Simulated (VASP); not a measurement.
# GaB2 (P6_3/mmc) in VASP: further runs

GaB2 is run at these levels: PBE; tasks: single point, relaxation of cell and atoms.

Program: VASP 6.6.1. These are calculated values, not measurements. Logs are shortened: lines on timing, memory, paths and dates and some standing lists are left out, and cuts for length are marked.

### Step 1. The cell of the first run

It takes space group P6_3/mmc (No. 194, hexagonal). Conventional cell: a = 3.070 Å, b = 3.070 Å, c = 7.794 Å, α = 90.00°, β = 90.00°, γ = 120.00°. Within 2.7 Å of Ga (site symmetry -6m2) lie 8 B at 2.06 to 2.55 Å. Within 2.4 Å of B (site symmetry 3m) lie 3 B at 1.79 Å and 1 Ga at 2.06 Å.

### Step 2. Single point, PBE

File INCAR:

```
SYSTEM = GaB2
PREC     = Accurate       ! precision mode
ENCUT    = 520            ! plane-wave cutoff, eV
EDIFF    = 1E-6           ! SCF threshold, eV
ISMEAR   = 0              ! smearing method
SIGMA    = 0.1            ! smearing width, eV
LREAL    = .False.        ! projectors in reciprocal space
LASPH    = .True.         ! aspherical terms in the spheres
NELM     = 100            ! most SCF steps
ALGO     = Normal         ! electronic algorithm
ISIF     = 2              ! what is computed and relaxed
LWAVE    = .False.        ! write WAVECAR
LCHARG   = .True.         ! write CHGCAR
GGA      = PE             ! functional
LELF     = .True.         ! ELF
LVHAR    = .True.       
NBANDS   = 28             ! bands
```

File KPOINTS:

```
regular mesh
0
Gamma
  6 6 2
  0 0 0
```

File POSCAR:

```
GaB2
1.0
    3.0700603726      0.0000000000      0.0000000000
   -1.5350301863      2.6587502738      0.0000000000
    0.0000000000      0.0000000000      7.7937367023
Ga B
2 4
Direct
    0.3333333333      0.6666666667      0.2500000000
    0.6666666667      0.3333333333      0.7500000000
    0.3333333333      0.6666666667      0.5141806855
    0.6666666667      0.3333333333      0.0141806855
    0.3333333333      0.6666666667      0.9858193145
    0.6666666667      0.3333333333      0.4858193145
```

Potentials or basis: VASP PAW PBE potentials, release 64 (Ga_d, B).

On the command line:

```sh
$ cat potpaw_PBE.64/Ga_d/POTCAR potpaw_PBE.64/B/POTCAR > POTCAR
$ mpirun -np 1 vasp_std > vasp.out
```

OUTCAR:

```text
SYSTEM = GaB2
   PREC = Accurate
   ENCUT = 520
   EDIFF = 1E-6
   ISMEAR = 0
   LREAL = .False.
   LASPH = .True.
   NELM = 100
   ISIF = 2
   GGA = PE

 ion  position               nearest neighbor table
   1  0.333  0.667  0.250-   3 2.06   5 2.06
   2  0.667  0.333  0.750-   4 2.06   6 2.06
   3  0.333  0.667  0.514-   6 1.79   6 1.79   6 1.79   1 2.06
   4  0.667  0.333  0.014-   5 1.79   5 1.79   5 1.79   2 2.06
   5  0.333  0.667  0.986-   4 1.79   4 1.79   4 1.79   1 2.06
   6  0.667  0.333  0.486-   3 1.79   3 1.79   3 1.79   2 2.06

  LATTYP: Found a hexagonal cell.
 ALAT       =     3.0700603726
 C/A-ratio  =     2.5386265273

  Lattice vectors:

 A1 = (   3.0700603726,   0.0000000000,   0.0000000000)
 A2 = (  -1.5350301863,   2.6587502738,   0.0000000000)
 A3 = (   0.0000000000,   0.0000000000,   7.7937367023)

Analysis of symmetry for initial positions (statically):
=====================================================================
 Subroutine PRICEL returns:
 Original cell was already a primitive cell.

 Routine SETGRP: Setting up the symmetry group for a
 hexagonal supercell.

 Subroutine GETGRP returns: Found 24 space group operations
 (whereof 12 operations were pure point group operations)
 out of a pool of 24 trial point group operations.

The static configuration has the point symmetry D_3d.
 The point group associated with its full space group is D_6h.

Analysis of symmetry for dynamics (positions and initial velocities):
=====================================================================
 Subroutine PRICEL returns:
 Original cell was already a primitive cell.

 Routine SETGRP: Setting up the symmetry group for a
 hexagonal supercell.

 Subroutine GETGRP returns: Found 24 space group operations
 (whereof 12 operations were pure point group operations)
 out of a pool of 24 trial point group operations.

The dynamic configuration has the point symmetry D_3d.
 The point group associated with its full space group is D_6h.

 Subroutine INISYM returns: Found 24 space group operations
 (whereof 12 operations are pure point group operations),
 and found     1 'primitive' translations

----------------------------------------------------------------------------------------

                                     Primitive cell

  volume of cell :      63.6166

  direct lattice vectors                    reciprocal lattice vectors
     3.070060373  0.000000000  0.000000000     0.325726493  0.188058279  0.000000000
    -1.535030186  2.658750274  0.000000000     0.000000000  0.376116557  0.000000000
     0.000000000  0.000000000  7.793736702     0.000000000  0.000000000  0.128308158

  length of vectors
     3.070060373  3.070060373  7.793736702     0.376116557  0.376116557  0.128308158

  position of ions in fractional coordinates (direct lattice)
     0.333333333  0.666666667  0.250000000
     0.666666667  0.333333333  0.750000000
     0.333333333  0.666666667  0.514180686
     0.666666667  0.333333333  0.014180686
     0.333333333  0.666666667  0.985819314
     0.666666667  0.333333333  0.485819314

  ion indices of the primitive-cell ions
   primitive index   ion index
                 1           1
                 2           2
                 3           3
                 4           4
                 5           5
                 6           6

----------------------------------------------------------------------------------------

 KPOINTS: regular mesh

Automatic generation of k-mesh.
 Grid dimensions read from file:
 generate k-points for:    6    6    2

 Generating k-lattice:

  Cartesian coordinates                     Fractional coordinates (reciprocal lattice)
     0.054287749  0.031343046  0.000000000     0.166666667  0.000000000  0.000000000
     0.000000000  0.062686093  0.000000000     0.000000000  0.166666667  0.000000000
     0.000000000  0.000000000  0.064154079     0.000000000  0.000000000  0.500000000

  Length of vectors
     0.062686093  0.062686093  0.064154079

  Shift w.r.t. Gamma in fractional coordinates (k-lattice)
     0.000000000  0.000000000  0.000000000

 Subroutine IBZKPT returns following result:
 ===========================================

 Found     14 irreducible k-points:

 Following reciprocal coordinates:
            Coordinates               Weight
  0.000000  0.000000  0.000000      1.000000
  0.166667  0.000000  0.000000      6.000000
  0.333333  0.000000  0.000000      6.000000
  0.500000  0.000000  0.000000      3.000000
  0.166667  0.166667  0.000000      6.000000
  0.333333  0.166667  0.000000     12.000000
  0.333333  0.333333  0.000000      2.000000
  0.000000  0.000000  0.500000      1.000000
  0.166667  0.000000  0.500000      6.000000
  0.333333  0.000000  0.500000      6.000000
  0.500000  0.000000  0.500000      3.000000
  0.166667  0.166667  0.500000      6.000000
  0.333333  0.166667  0.500000     12.000000
  0.333333  0.333333  0.500000      2.000000
   k-points           NKPTS =     14   k-points in BZ     NKDIM =     14   number of bands    NBANDS=     28
   number of dos      NEDOS =    301   number of ions     NIONS =      6
   total plane-waves  NPLWV =  34560
   dimension x,y,z NGX =    24 NGY =   24 NGZ =   60
   dimension x,y,z NGXF=    48 NGYF=   48 NGZF=  120
   ions per type =               2   4
   NGX,Y,Z   is equivalent  to a cutoff of  13.00, 13.00, 12.80 a.u.
   NGXF,Y,Z  is equivalent  to a cutoff of  25.99, 25.99, 25.60 a.u.
 SYSTEM =  GaB2
   PREC   = accura    normal or accurate (medium, high low for compatibility)
   ISTART =      0    job   : 0-new  1-cont  2-samecut
   ICHARG =      2    charge: 1-file 2-atom 10-const
   ISPIN  =      1    spin polarized calculation?
   LNONCOLLINEAR =      F non collinear calculations
   LSORBIT =      F    spin-orbit coupling
   LASPH  =      T    aspherical Exc in radial PAW
   ENCUT  =  520.0 eV  38.22 Ry    6.18 a.u.   5.71  5.71 14.49*2*pi/ulx,y,z
   NELM   =    100;   NELMIN=  2; NELMDL= -5     # of ELM steps
   EDIFF  = 0.1E-05   stopping-criterion for ELM
   LREAL  =      F    real-space projection
   EDIFFG = 0.1E-04   stopping-criterion for IOM
   NSW    =      0    number of steps for IOM
   IBRION =     -1    ionic relax: 0-MD 1-quasi-New 2-CG
   NFREE  =      0    steps in history (QN), initial steepest desc. (CG)
   ISIF   =      2    stress and relaxation
   ISYM   =      2    0-nonsym 1-usesym 2-fastsym
   POTIM  = 0.5000    time-step for ionic-motion
   TEBEG  =    0.0;   TEEND  =   0.0 temperature during run
   PSTRESS=    0.0 pullay stress
   NELECT =      38.0000    total number of electrons
   NUPDOWN=      -1.0000    fix difference up-down
   EMIN   =  10.00;   EMAX   =-10.00  energy-range for DOS
   EFERMI =   0.00;   METHOD = LEGACY
   ISMEAR =     0;   SIGMA  =   0.10  broadening in eV -4-tet -1-fermi 0-gaus
   EFERMI_NEDOS =   21; number of points for ismear=-14 and -15
   IALGO  =     38    algorithm
   IMIX   =      4    mixing-type and parameters
     AMIX     =   0.40;   BMIX     =  1.00
     AMIX_MAG =   1.60;   BMIX_MAG =  1.00
  volume/ion in A,a.u.               =      10.60        71.55
  Fermi-wavevector in a.u.,A,eV,Ry     =   1.378730  2.605422 25.863275  1.900897
  Thomas-Fermi vector in A             =   2.503765
   LORBIT       =      0    0 simple, 1 ext, 2 COOP (PROOUT), +10 PAW based schemes
   GGA     = PE    functional components
   LHFCALC =     F    Hartree Fock is set to
   AEXX    =    0.0000 exact exchange contribution
   IVDW    =     0    specifies the selected vdW correction
   LEPSILON=     F    determine dielectric tensor
   LRPA    =     F    only Hartree local field effects (RPA)
 non-spin polarized calculation
 Gauss-broadening in eV      SIGMA  =   0.10
  energy-cutoff  :      520.00
  volume of cell :       63.62
 maximum number of plane-waves:      1726
 NGX is ok and might be reduce to    24
   NGX = 11   NGY = 11   NGZ = 29

 number of electron      37.9999981 magnetization

 Free energy of the ion-electron system (eV)
  ---------------------------------------------------
  ext. energy  EPLUGINS =         0.00000000
  ---------------------------------------------------
  free energy    TOTEN  =       -29.99499530 eV

  energy without entropy =      -29.98947805  energy(sigma->0) =      -29.99223668

 E-fermi :   6.2332     XC(G=0): -11.5803

 val. band max:        6.1779439172   @ k =   0.3333   0.3333   0.0000
 cond. band min:       6.3014509480   @ k =   0.0000   0.0000   0.0000
 fundamental gap:      0.1235070308
 Fermi energy:         6.2331898292

 k-point     1 :       0.0000    0.0000    0.0000
  band No.  band energies     occupation
      1      -9.3973      2.00000
      2      -9.2473      2.00000
      3      -9.1420      2.00000
      4      -9.1420      2.00000
      5      -9.1418      2.00000
      6      -9.1418      2.00000
[... 20 lines left out ...]
     27      13.8710      0.00000
     28      14.3265      0.00000

 k-point     2 :       0.1667    0.0000    0.0000
  band No.  band energies     occupation
      1      -9.3585      2.00000
      2      -9.2317      2.00000
      3      -9.1570      2.00000
      4      -9.1530      2.00000
      5      -9.1007      2.00000
      6      -9.1003      2.00000
[... 20 lines left out ...]
     27      14.6209      0.00000
     28      15.2476      0.00000

 k-point     3 :       0.3333    0.0000    0.0000
  band No.  band energies     occupation
      1      -9.2852      2.00000
      2      -9.2344      2.00000
      3      -9.1878      2.00000
      4      -9.1532      2.00000
      5      -9.1368      2.00000
      6      -9.1090      2.00000
[... 20 lines left out ...]
     27      14.7532      0.00000
     28      15.0642      0.00000

 k-point     4 :       0.5000    0.0000    0.0000
  band No.  band energies     occupation
      1      -9.2572      2.00000
      2      -9.2528      2.00000
      3      -9.1892      2.00000
      4      -9.1728      2.00000
      5      -9.1474      2.00000
      6      -9.1417      2.00000
[... 20 lines left out ...]
     27      14.5711      0.00000
     28      14.8407      0.00000

 k-point     5 :       0.1667    0.1667    0.0000
  band No.  band energies     occupation
      1      -9.3006      2.00000
      2      -9.2107      2.00000
      3      -9.1641      2.00000
      4      -9.1630      2.00000
      5      -9.1074      2.00000
      6      -9.0899      2.00000
[... 20 lines left out ...]
     27      14.7554      0.00000
     28      14.9819      0.00000

 k-point     6 :       0.3333    0.1667    0.0000
  band No.  band energies     occupation
      1      -9.2405      2.00000
      2      -9.2135      2.00000
      3      -9.1659      2.00000
      4      -9.1509      2.00000
      5      -9.1453      2.00000
      6      -9.1259      2.00000
[... 153 lines left out ...]
      5      -9.1301      2.00000
      6      -9.1301      2.00000
[... 20 lines left out ...]
     27      12.7300      0.00000
     28      12.7300      0.00000

 k-point    12 :       0.1667    0.1667    0.5000
  band No.  band energies     occupation
      1      -9.2601      2.00000
      2      -9.2601      2.00000
      3      -9.1640      2.00000
      4      -9.1640      2.00000
      5      -9.0930      2.00000
      6      -9.0930      2.00000
[... 20 lines left out ...]
     27      14.4124      0.00000
     28      14.4124      0.00000

 k-point    13 :       0.3333    0.1667    0.5000
  band No.  band energies     occupation
      1      -9.2330      2.00000
      2      -9.2330      2.00000
      3      -9.1659      2.00000
      4      -9.1659      2.00000
      5      -9.1212      2.00000
      6      -9.1212      2.00000
[... 20 lines left out ...]
     27      14.1125      0.00000
     28      14.1125      0.00000

 k-point    14 :       0.3333    0.3333    0.5000
  band No.  band energies     occupation
      1      -9.2111      2.00000
      2      -9.2111      2.00000
      3      -9.1050      2.00000
      4      -9.1050      2.00000
      5      -9.0976      2.00000
      6      -9.0976      2.00000
[... 20 lines left out ...]
     27      16.5533      0.00000
     28      16.5533      0.00000

------------------------ aborting loop because EDIFF is reached ----------------------------------------

  FORCE on cell =-STRESS in cart. coord.  units (eV):
  Direction    XX          YY          ZZ          XY          YZ          ZX
  --------------------------------------------------------------------------------------
  -------------------------------------------------------------------------------------
  Total        0.0019385      0.0019385      0.0891286      0.0000000      0.0000000      0.0000000
  in kB        0.0488207      0.0488207      2.2446957      0.0000000      0.0000000      0.0000000
  external PRESSURE =       0.7807790 kB  Pullay stress =       0.0000000 kB

 VOLUME and BASIS-vectors are now :
 -----------------------------------------------------------------------------
  energy-cutoff  :      520.00
  volume of cell :       63.62
      direct lattice vectors                 reciprocal lattice vectors
     3.070060373  0.000000000  0.000000000     0.325726493  0.188058279  0.000000000
    -1.535030186  2.658750274  0.000000000     0.000000000  0.376116557  0.000000000
     0.000000000  0.000000000  7.793736702     0.000000000  0.000000000  0.128308158

 POSITION                                       TOTAL-FORCE (eV/Angst)
 -----------------------------------------------------------------------------------
     -0.00000      1.77250      1.94843        -0.000000     -0.000000      0.000000
      1.53503      0.88625      5.84530         0.000000      0.000000      0.000000
     -0.00000      1.77250      4.00739         0.000000      0.000000      0.020167
      1.53503      0.88625      0.11052         0.000000     -0.000000      0.020167
     -0.00000      1.77250      7.68322         0.000000      0.000000     -0.020167
      1.53503      0.88625      3.78635        -0.000000     -0.000000     -0.020167
 -----------------------------------------------------------------------------------
    total drift:                                0.000000     -0.000000      0.000000

  FREE ENERGIE OF THE ION-ELECTRON SYSTEM (eV)
  ---------------------------------------------------
  free  energy   TOTEN  =       -29.9949953034 eV

  energy  without entropy=      -29.9894780550  energy(sigma->0) =      -29.99223668
```

Run time: 17 s. Hardware: 1 thread of AMD EPYC 9R45 (Zen 5), shared host; peak memory 0.15 GiB.

Results:

| Item | Value |
| --- | --- |
| Free energy | -29.9950 eV |
| Pressure | 0.1 GPa |
| Largest force | 0.020 eV/Å |
| Band gap on the k mesh | zero (band 19 reaches 8.14 eV, above the bottom of band 20 at 4.02 eV) |

Forces on the atoms (eV/Å):
```
Ga   0.000  0.000  0.000
Ga   0.000  0.000  0.000
B    0.000  0.000  0.020
B    0.000  0.000  0.020
B    0.000  0.000 -0.020
B    0.000  0.000 -0.020
```

Stress tensor (GPa, compression positive):
```
0.00 0.00 0.00
0.00 0.00 0.00
0.00 0.00 0.22
```

Caveat: the k points lie up to 0.40 Å⁻¹ apart.

### Step 3. Relaxation of cell and atoms, PBE

This run uses another cell than the first one, of 9.56 Å³/atom, 0.901 times its volume.

File INCAR:

```
SYSTEM = GaB2
ALGO = Normal
EDIFF = 1E-7
EDIFFG = -0.04
ENCUT = 600
GGA = PE
IBRION = 2
ISIF = 3
ISMEAR = 0
LASPH = .TRUE.
LCHARG = .FALSE.
LREAL = .FALSE.
LWAVE = .FALSE.
NELM = 100
NSW = 90
PREC = Accurate
SIGMA = 0.1
```

File KPOINTS:

```
k-points
0
G
  6 6 2
  0 0 0
```

File POSCAR:

```
GaB2
1.0
    2.5725041322      0.0000000000      0.0000000000
   -1.2862520661      2.2278539299      0.0000000000
    0.0000000000      0.0000000000     10.0059861690
Ga B
2 4
Direct
    0.3333333333      0.6666666667      0.2500000000
    0.6666666667      0.3333333333      0.7500000000
    0.3333333333      0.6666666667      0.6275000000
    0.6666666667      0.3333333333      0.1275000000
    0.3333333333      0.6666666667      0.8725000000
    0.6666666667      0.3333333333      0.3725000000
```

Potentials or basis: VASP PAW PBE potentials, release 64 (Ga_d, B).

On the command line:

```sh
$ cat potpaw_PBE.64/Ga_d/POTCAR potpaw_PBE.64/B/POTCAR > POTCAR
$ mpirun -np 1 vasp_std > vasp.out
```

Wall time 7.6 min (1 thread of AMD EPYC 9R45 (Zen 5), shared host); peak memory 0.2 GiB.

The run converged. Its results:

```
Free energy                            : -29.9910 eV
Relaxed volume                         : 10.58 Å³/atom
Relaxed cell                           : a = 3.067 Å, b = 3.067 Å, c = 7.794 Å, α = 90.00°, β = 90.00°, γ = 120.00°
Space group after relaxing (to 0.05 Å) : P6_3/mmc (No. 194)
Energy gained by relaxing              : 2625.5 meV/atom
Ionic steps                            : 32
Pressure after relaxing                : 0.2 GPa
Largest force after relaxing           : 0.005 eV/Å
Band gap on the k mesh                 : zero (band 19 reaches 8.15 eV, above the bottom of band 20 at 4.05 eV)
```

Forces on the atoms (eV/Å):
```
Ga   0.000  0.000  0.000
Ga   0.000  0.000  0.000
B    0.000  0.000 -0.005
B    0.000  0.000 -0.005
B    0.000  0.000  0.005
B    0.000  0.000  0.005
```

Stress tensor (GPa, compression positive):
```
0.31 0.00 0.00
0.00 0.31 0.00
0.00 0.00 0.09
```

The path:
| step | energy change (eV) | largest force (eV/Å) | pressure (GPa) | volume (Å³) |
| --- | --- | --- | --- | --- |
| 1 | 0.0000 | 6.5796 | 79.44 | 57.35 |
| 2 | -4.3374 | 0.2270 | -15.05 | 106.32 |
| 3 | -5.9576 | 0.8052 | -5.42 | 80.99 |
| 4 | -5.9623 | 0.8422 | -4.78 | 80.38 |
| 5 | -5.9635 | 0.8971 | -3.88 | 79.55 |
| 6 | -6.5419 | 1.1661 | -4.17 | 77.12 |
| 7 | -7.3317 | 1.6571 | -1.98 | 73.50 |
| 8 | -9.1790 | 2.8832 | 2.64 | 65.57 |
| 9 | -4.8970 | 5.6707 | 109.45 | 46.81 |
| 10 | -8.5350 | 2.8817 | 11.44 | 63.34 |
| 11 | -10.7400 | 3.5433 | 23.64 | 55.45 |
| 12 | -10.5656 | 2.1263 | 46.34 | 51.23 |
| 13 | -10.9423 | 2.9751 | 34.23 | 52.94 |
| 14 | -10.8728 | 2.7264 | 38.21 | 52.31 |
| 15 | -10.9461 | 2.3885 | 39.00 | 52.26 |
| 16 | -10.9616 | 2.0440 | 39.90 | 52.22 |
| 17 | -11.1031 | 2.0298 | 37.50 | 52.63 |
| 18 | -11.4926 | 1.9963 | 30.84 | 53.87 |
| 19 | -12.1493 | 2.0290 | 19.75 | 56.41 |
| 20 | -12.9672 | 1.7201 | 1.47 | 61.73 |
| 21 | -13.2371 | 1.5848 | -16.88 | 73.32 |
| 22 | -13.3202 | 1.8420 | -11.28 | 68.81 |
| 23 | -13.7652 | 1.7496 | -12.28 | 68.74 |
| 24 | -14.7981 | 1.2140 | -12.74 | 68.32 |
| 25 | -15.6883 | 0.3592 | -2.59 | 66.70 |
| 26 | -15.6979 | 0.1203 | -4.31 | 66.92 |
| 27 | -15.6971 | 0.0503 | -4.81 | 66.99 |
| 28 | -15.7367 | 0.0912 | -2.08 | 65.24 |
| 29 | -15.7474 | 0.1285 | 0.27 | 63.91 |
| 30 | -15.7474 | 0.1316 | 0.43 | 63.81 |
| 31 | -15.7507 | 0.0817 | 0.35 | 63.70 |
| 32 | -15.7530 | 0.0047 | 0.24 | 63.49 |

Final structure:
```
Ga B
1.0
     3.06682    0.00000    0.00000
    -1.53341    2.65595    0.00000
     0.00000    0.00000    7.79416
Ga B
2 4
Direct
  0.33333 0.66667 0.25000
  0.66667 0.33333 0.75000
  0.33333 0.66667 0.51439
  0.66667 0.33333 0.01439
  0.33333 0.66667 0.98561
  0.66667 0.33333 0.48561
```

Levels at points of the mesh, in eV from the Fermi level:
| k point | band 17 | band 18 | band 19 | band 20 | band 21 | band 22 |
| --- | --- | --- | --- | --- | --- | --- |
| (0.00, 0.00, 0.00) | 0.08 | 0.53 | 0.53 | 5.04 | 6.67 | 6.67 |
| (0.50, 0.00, 0.00) | -2.44 | -1.80 | -1.76 | 1.06 | 1.06 | 1.23 |
| (0.00, 0.00, 0.50) | 0.29 | 0.29 | 0.76 | 0.76 | 6.98 | 6.98 |
| (0.50, 0.00, 0.50) | -2.33 | -2.33 | -2.13 | -2.13 | 4.49 | 4.50 |

Caveat: the k points lie up to 0.40 Å⁻¹ apart in the final cell.

(Part 1 of 2 ends here.)
